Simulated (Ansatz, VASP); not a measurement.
# BaC: VASP beside Ansatz

INCAR

```
ALGO     = Normal         # electronic algorithm
EDIFF    = 1E-7           # SCF threshold, eV
EDIFFG   = -0.04          # ionic threshold
ENCUT    = 600            # plane-wave cutoff, eV
GGA      = PE             # functional
IBRION   = 2              # ionic algorithm
ISIF     = 3              # what is computed and relaxed
ISMEAR   = 0              # smearing method
ISPIN    = 2              # spin polarisation
LASPH    = True           # aspherical terms in the spheres
LCHARG   = False          # write CHGCAR
LORBIT   = 11             # projections on sites
LREAL    = False          # projectors in reciprocal space
LWAVE    = False          # write WAVECAR
MAGMOM   = 0.18 1.4       # initial moments
NELM     = 150            # most SCF steps
NSW      = 90             # ionic steps
PREC     = Accurate       # precision mode
SIGMA    = 0.1            # smearing width, eV
```

KPOINTS

```
k-points
0
Gamma
  6 6 6
```

POSCAR

```
BaC
1.0
    0.0000000000      2.9341465991      2.9341465991
    2.9341465991      0.0000000000      2.9341465991
    2.9341465991      2.9341465991      0.0000000000
Ba C
1 1
Direct
    0.0000000000      0.0000000000      0.0000000000
    0.7500000000      0.7500000000      0.7500000000
```

Input for Ansatz:

```yaml
crystal:
  lattice:
    - [0.0, 2.9341465991, 2.9341465991]
    - [2.9341465991, 0.0, 2.9341465991]
    - [2.9341465991, 2.9341465991, 0.0]
  atoms:
    - { symbol: Ba, position: [0.0, 0.0, 0.0], spin: 0.18 }
    - { symbol: C, position: [0.75, 0.75, 0.75], spin: 1.4 }
basis:
  ecutwfc: 420
kpoints:
  mp_grid: { grid: [6, 6, 6] }
hamiltonian:
  xc: pbe
scf:
  occupations: { method: gaussian, width: 0.1 }
  lower_state_search: "off"
output:
  forces: true
  stress: true
  eigenvalues: true
  populations: true
magnetization:
  spin_polarized: true
relax:
  adjacent_minimum: "off"
  f_tol: 0.04
  max_steps: 70
  cell: { stress_tol: 0.4 }
```

Alike in both runs: task relaxation of cell and atoms; functional PBE; k mesh 6 × 6 × 6; occupations gaussian, width 0.1 eV; collinear spin.

```csv
,VASP,Ansatz
version,VASP 6.6.1,Ansatz 0.2.0
potentials or method,"VASP PAW PBE potentials, release 64 (Ba_sv, C), cutoff 600 eV","scalar-relativistic, plane waves, PAW"
valence electrons in the cell,14,14
```

VASP gave:

| Property | Result |
| --- | --- |
| gap on the k mesh at the Fermi level, each at its own relaxed structure (eV) | none |
| net moment per atom (μB) | 1.00 |
| size of the moment on the site where the two differ most (μB) | 0.85 |
| relaxed volume (Å³/atom) | 34.56 |
| relaxed cell length with the largest relative difference (Å) | 4.607 |

Question: Which values does Ansatz return?

Answer: gap on the k mesh at the Fermi level, each at its own relaxed structure (eV): none; net moment per atom (μB): 1.00; size of the moment on the site where the two differ most (μB): 1.49; relaxed volume (Å³/atom): 33.54; relaxed cell length with the largest relative difference (Å): 4.561.

Site moments also hang on the region over which each program counts them. A gap of «none» marks a metal or a gap that the smearing closes.

Neither program's run includes spin-orbit coupling. Noted on VASP's run: the volume moved by over 15 % at a fixed basis, so the end points are rough.
